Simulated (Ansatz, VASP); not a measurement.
# W in VASP and in Ansatz

File INCAR:

```
  PREC = Accurate
  ENCUT = 520
  EDIFF = 1E-6
  ISMEAR = 1
  SIGMA = 0.1
  LREAL = F
  LASPH = T
  NELM = 60
  ALGO = Normal
  ISIF = 2
  LWAVE = F
  LCHARG = F
  GGA = PE
  IVDW = 12
  NBANDS = 13
```

Contents of KPOINTS:

```
Automatic mesh
0
Gamma
  13 13 13
```

The input POSCAR:

```
W
1.0
   -1.6031677168      1.6031677168      1.6031677168
    1.6031677168     -1.6031677168      1.6031677168
    1.6031677168      1.6031677168     -1.6031677168
W
1
Direct
    0.0000000000      0.0000000000      0.0000000000
```

Input for Ansatz:

```yaml
crystal:
  lattice:
    - [-1.6031677168378382, 1.6031677168378382, 1.6031677168378382]
    - [1.6031677168378382, -1.6031677168378382, 1.6031677168378382]
    - [1.6031677168378382, 1.6031677168378382, -1.6031677168378382]
  atoms:
    - { symbol: W, position: [0.0, 0.0, 0.0] }
basis:
  ecutwfc: 470.0
kpoints:
  mp_grid:
    grid: [13, 13, 13]
hamiltonian:
  xc: pbe
  dispersion: d3bj
scf:
  occupations:
    method: cold
output:
  stress: true
```

Alike in both runs: task single point; functional PBE; dispersion D3(BJ); k mesh 13 × 13 × 13; no spin polarisation.

```csv
,VASP,Ansatz
version,VASP 6.6.1,Ansatz 0.2.0
potentials or method,"VASP PAW PBE potentials, release 64 (W_sv), cutoff 520 eV","plane waves, PAW"
occupations,"methfessel-paxton of order 1, width 0.1 eV",cold
valence electrons in the cell,14,14
```

|  | VASP | Ansatz | Ansatz less VASP |
| --- | --- | --- | --- |
| pressure (GPa) | -12.8 | -13.3 | -0.45 |

Neither program's run includes spin-orbit coupling.
